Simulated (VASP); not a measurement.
# Na (P2_1/m) in VASP: further runs

Runs on Na. Level: LDA. Tasks: single point.

Program: VASP 6.6.1. These are calculated values, not measurements. Logs are shortened: lines on timing, memory, paths and dates and some standing lists are left out, and cuts for length are marked.

### Step 1. The cell of the first run

The structure is monoclinic, space group P2_1/m (No. 11). The conventional cell has a = 3.621 Å, b = 5.898 Å, c = 3.621 Å, α = 90.00°, β = 120.00°, γ = 90.00°. Within 4.3 Å of Na (site symmetry m) lie 12 Na at 3.16 to 4.24 Å.

### Step 2. Single point, LDA (atoms displaced along a vibrational mode)

File INCAR:

```
SYSTEM = Na
PREC = Accurate
ENCUT = 520
EDIFF = 1E-7
ISMEAR = 0
SIGMA = 0.15
LREAL = .False.
LASPH = .True.
NELM = 100
ALGO = Fast
ISIF = 2
LWAVE = .False.
LCHARG = .False.
GGA = CA
NBANDS = 14
```

File KPOINTS:

```
regular mesh
0
Gamma
  15 15 8
  0 0 0
```

File POSCAR:

```
Na
1.0
    3.6209798977      0.0000000000      0.0000000000
   -1.8104899489      3.1358605780      0.0000000000
    0.0000000000      0.0000000000      5.8981745703
Na
2
Direct
    0.1400154968      0.6666666667      0.2500000000
    0.8599845032      0.3333333333      0.7500000000
```

Potentials or basis: VASP PAW LDA potentials, release 64 (Na_pv).

Command:

```
$ cat potpaw_LDA.64/Na_pv/POTCAR > POTCAR
$ mpirun -np 1 vasp_std > vasp.out
```

OUTCAR:

```text
SYSTEM = Na
   PREC = Accurate
   ENCUT = 520
   EDIFF = 1E-7
   ISMEAR = 0
   LREAL = .False.
   LASPH = .True.
   NELM = 100
   ISIF = 2
   GGA = CA

 ion  position               nearest neighbor table
   1  0.140  0.667  0.250-
   2  0.860  0.333  0.750-

  LATTYP: Found a hexagonal cell.
 ALAT       =     3.6209798977
 C/A-ratio  =     1.6288890679

  Lattice vectors:

 A1 = (   3.6209798977,   0.0000000000,   0.0000000000)
 A2 = (  -1.8104899489,   3.1358605780,   0.0000000000)
 A3 = (   0.0000000000,   0.0000000000,   5.8981745703)

Analysis of symmetry for initial positions (statically):
=====================================================================
 Subroutine PRICEL returns:
 Original cell was already a primitive cell.

 Routine SETGRP: Setting up the symmetry group for a
 hexagonal supercell.

 Subroutine GETGRP returns: Found  4 space group operations
 (whereof  2 operations were pure point group operations)
 out of a pool of 24 trial point group operations.

The static configuration has the point symmetry S_2 .
 The point group associated with its full space group is C_2h.

Analysis of symmetry for dynamics (positions and initial velocities):
=====================================================================
 Subroutine PRICEL returns:
 Original cell was already a primitive cell.

 Routine SETGRP: Setting up the symmetry group for a
 hexagonal supercell.

 Subroutine GETGRP returns: Found  4 space group operations
 (whereof  2 operations were pure point group operations)
 out of a pool of 24 trial point group operations.

The dynamic configuration has the point symmetry S_2 .
 The point group associated with its full space group is C_2h.

 Subroutine INISYM returns: Found  4 space group operations
 (whereof  2 operations are pure point group operations),
 and found     1 'primitive' translations

----------------------------------------------------------------------------------------

                                     Primitive cell

  volume of cell :      66.9731

  direct lattice vectors                    reciprocal lattice vectors
     3.620979898  0.000000000  0.000000000     0.276168338  0.159445864  0.000000000
    -1.810489949  3.135860578  0.000000000     0.000000000  0.318891728  0.000000000
     0.000000000  0.000000000  5.898174570     0.000000000  0.000000000  0.169543981

  length of vectors
     3.620979898  3.620979898  5.898174570     0.318891728  0.318891728  0.169543981

  position of ions in fractional coordinates (direct lattice)
     0.140015497  0.666666667  0.250000000
     0.859984503  0.333333333  0.750000000
[... 90 lines left out ...]
   EMIN   =  10.00;   EMAX   =-10.00  energy-range for DOS
   EFERMI =   0.00;   METHOD = LEGACY
   ISMEAR =     0;   SIGMA  =   0.15  broadening in eV -4-tet -1-fermi 0-gaus
   EFERMI_NEDOS =   21; number of points for ismear=-14 and -15
   IALGO  =     68    algorithm
   IMIX   =      4    mixing-type and parameters
     AMIX     =   0.40;   BMIX     =  1.00
     AMIX_MAG =   1.60;   BMIX_MAG =  1.00
  volume/ion in A,a.u.               =      33.49       225.98
  Fermi-wavevector in a.u.,A,eV,Ry     =   0.971592  1.836043 12.843783  0.943991
  Thomas-Fermi vector in A             =   2.101822
   LORBIT       =      0    0 simple, 1 ext, 2 COOP (PROOUT), +10 PAW based schemes
   GGA     = CA    functional components
   LHFCALC =     F    Hartree Fock is set to
   AEXX    =    0.0000 exact exchange contribution
   IVDW    =     0    specifies the selected vdW correction
   LEPSILON=     F    determine dielectric tensor
   LRPA    =     F    only Hartree local field effects (RPA)
 non-spin polarized calculation
 RMM-DIIS sequential band-by-band and
 Gauss-broadening in eV      SIGMA  =   0.15
  energy-cutoff  :      520.00
  volume of cell :       66.97
 maximum number of plane-waves:      1834
   NGX = 13   NGY = 13   NGZ = 21

 number of electron      14.0000007 magnetization

 Free energy of the ion-electron system (eV)
  ---------------------------------------------------
  ext. energy  EPLUGINS =         0.00000000
  ---------------------------------------------------
  free energy    TOTEN  =        -2.82823244 eV

  energy without entropy =       -2.81667459  energy(sigma->0) =       -2.82245351

 E-fermi :   0.4779     XC(G=0):  -7.0169

 val. band max:        0.4729023566   @ k =  -0.1333   0.0667   0.1250
 cond. band min:       0.4825727230   @ k =   0.0000   0.2667   0.2500
 fundamental gap:      0.0096703664
 Fermi energy:         0.4778757768

 k-point     1 :       0.0000    0.0000    0.0000
  band No.  band energies     occupation
      1     -24.5542      2.00000
      2     -24.4727      2.00000
      3     -24.4656      2.00000
      4     -24.4654      2.00000
      5     -24.4601      2.00000
      6     -24.4570      2.00000
      7      -3.0403      2.00000
      8       1.0543      0.00000
      9       1.5195      0.00000
     10      10.7507      0.00000
     11      11.0775      0.00000
     12      11.2199      0.00000
     13      11.5118      0.00000
     14      11.6368      0.00000
[... 377 lines left out ...]
      1     -24.5529      2.00000
      2     -24.4753      2.00000
      3     -24.4706      2.00000
      4     -24.4669      2.00000
      5     -24.4601      2.00000
      6     -24.4600      2.00000
      7      -2.8287      2.00000
      8       1.2381      0.00000
      9       1.7267      0.00000
     10       8.7029      0.00000
     11       9.0097      0.00000
     12      11.4019      0.00000
     13      11.5524      0.00000
     14      12.2406      0.00000

 [... further k-points ...]

------------------------ aborting loop because EDIFF is reached ----------------------------------------

  FORCE on cell =-STRESS in cart. coord.  units (eV):
  Direction    XX          YY          ZZ          XY          YZ          ZX
  --------------------------------------------------------------------------------------
  -------------------------------------------------------------------------------------
  Total       -0.3660846     -0.0993190      0.4406915      0.1469940      0.0000000      0.0000000
  in kB       -8.7577309     -2.3759793     10.5425290      3.5164927      0.0000000      0.0000000
  external PRESSURE =      -0.1970604 kB  Pullay stress =       0.0000000 kB

 VOLUME and BASIS-vectors are now :
 -----------------------------------------------------------------------------
  energy-cutoff  :      520.00
  volume of cell :       66.97
      direct lattice vectors                 reciprocal lattice vectors
     3.620979898  0.000000000  0.000000000     0.276168338  0.159445864  0.000000000
    -1.810489949  3.135860578  0.000000000     0.000000000  0.318891728  0.000000000
     0.000000000  0.000000000  5.898174570     0.000000000  0.000000000  0.169543981

 POSITION                                       TOTAL-FORCE (eV/Angst)
 -----------------------------------------------------------------------------------
     -0.70000      2.09057      1.47454         0.056146      0.150692      0.000000
      2.51049      1.04529      4.42363        -0.056146     -0.150692      0.000000
 -----------------------------------------------------------------------------------
    total drift:                               -0.000000      0.000000      0.000000

  FREE ENERGIE OF THE ION-ELECTRON SYSTEM (eV)
  ---------------------------------------------------
  free  energy   TOTEN  =        -2.8282324392 eV

  energy  without entropy=       -2.8166745876  energy(sigma->0) =       -2.82245351
```

OSZICAR:

```text
N       E                     dE             d eps       ncg     rms          rms(c)
DAV:   1     0.100878862863E+03    0.10088E+03   -0.77072E+03 15834   0.979E+02
DAV:   2     0.918988746586E+00   -0.99960E+02   -0.98836E+02 16480   0.281E+02
DAV:   3    -0.278352324238E+01   -0.37025E+01   -0.36990E+01 19924   0.610E+01
DAV:   4    -0.283270050275E+01   -0.49177E-01   -0.49175E-01 17506   0.758E+00
DAV:   5    -0.283376608341E+01   -0.10656E-02   -0.10656E-02 19888   0.111E+00    0.305E-01
RMM:   6    -0.283033475619E+01    0.34313E-02   -0.13138E-03 20149   0.421E-01    0.198E-01
RMM:   7    -0.282823249933E+01    0.21023E-02   -0.18061E-03 20360   0.405E-01    0.330E-02
RMM:   8    -0.282821761978E+01    0.14880E-04   -0.47779E-04 19754   0.379E-01    0.590E-03
RMM:   9    -0.282822848630E+01   -0.10867E-04   -0.11657E-04 23405   0.126E-01    0.480E-03
RMM:  10    -0.282823147007E+01   -0.29838E-05   -0.35054E-05 20945   0.104E-01    0.399E-03
RMM:  11    -0.282823136475E+01    0.10532E-06   -0.12281E-05 21843   0.442E-02    0.401E-04
RMM:  12    -0.282823182950E+01   -0.46475E-06   -0.46404E-06 20154   0.301E-02    0.742E-04
RMM:  13    -0.282823200465E+01   -0.17516E-06   -0.80352E-07 13622   0.126E-02    0.150E-03
RMM:  14    -0.282823269389E+01   -0.68923E-06   -0.10944E-06 18057   0.157E-02    0.363E-03
RMM:  15    -0.282823243504E+01    0.25884E-06   -0.13603E-07  9354   0.495E-03    0.306E-03
RMM:  16    -0.282823243925E+01   -0.42062E-08   -0.35492E-08  8704   0.274E-03
   1 F= -.28282324E+01 E0= -.28224535E+01  d E =-.115579E-01
```

Run time: 12 min. Hardware: 1 thread of Oxide Virtual Turin-like, shared host; peak memory 0.42 GiB.

What came out:

* Free energy: -2.8282 eV
* Pressure: 0.0 GPa
* Largest force: 0.161 eV/Å
* Band gap on the k mesh: zero (bands 7 and 8 overlap by 4.64 eV)

Forces on the atoms (eV/Å):
```
Na   0.056  0.151  0.000
Na  -0.056 -0.151  0.000
```

Caveat: the cell differs from its parent crystal (atoms displaced along a vibrational mode).

### Step 3. Single point, LDA (atoms displaced along a vibrational mode)

File INCAR:

```
PREC = Accurate ; ENCUT = 520
EDIFF = 1E-6 ; ISMEAR = 0
SIGMA = 0.15 ; LREAL = F
LASPH = T ; NELM = 100
ALGO = Fast ; ISIF = 2
LWAVE = F ; LCHARG = F
NBANDS = 14
```

File KPOINTS:

```
Automatic mesh
0
Gamma
  15 15 8
```

File POSCAR:

```
Na
1.0
    3.6209798977      0.0000000000      0.0000000000
   -1.8104899489      3.1358605780      0.0000000000
    0.0000000000      0.0000000000      5.8981745703
Na
2
Direct
    0.2689032601      0.6666666667      0.2500000000
    0.7310967399      0.3333333333      0.7500000000
```

Potentials or basis: VASP PAW LDA potentials, release 64 (Na_pv).

Command:

```
$ cat potpaw_LDA.64/Na_pv/POTCAR > POTCAR
$ mpirun -np 1 vasp_std > vasp.out
```

Run time: 8.7 min. Hardware: 1 thread of Oxide Virtual Turin-like, shared host; peak memory 0.42 GiB.

It converged, with:

| Item | Value |
| --- | --- |
| Free energy | -2.8986 eV |
| Pressure | 0.0 GPa |
| Largest force | 0.066 eV/Å |
| Band gap on the k mesh | zero (bands 7 and 8 overlap by 4.60 eV) |

Forces on the atoms (eV/Å):
```
Na   0.060  0.027  0.000
Na  -0.060 -0.027  0.000
```

Stress tensor (GPa, compression positive):
```
-0.17  0.39  0.00
 0.39 -0.07  0.00
 0.00  0.00  0.14
```

Levels at points of the mesh, in eV from the Fermi level:
| k point | band 4 | band 5 | band 6 | band 7 | band 8 | band 9 | band 10 | band 11 |
| --- | --- | --- | --- | --- | --- | --- | --- | --- |
| (0.00, 0.00, 0.00) | -24.89 | -24.89 | -24.89 | -3.52 | 0.59 | 1.03 | 10.42 | 10.54 |
| (0.00, 0.00, 0.50) | -24.89 | -24.89 | -24.89 | -2.41 | -2.41 | 5.86 | 5.86 | 11.05 |

Caveat: the cell differs from its parent crystal (atoms displaced along a vibrational mode).
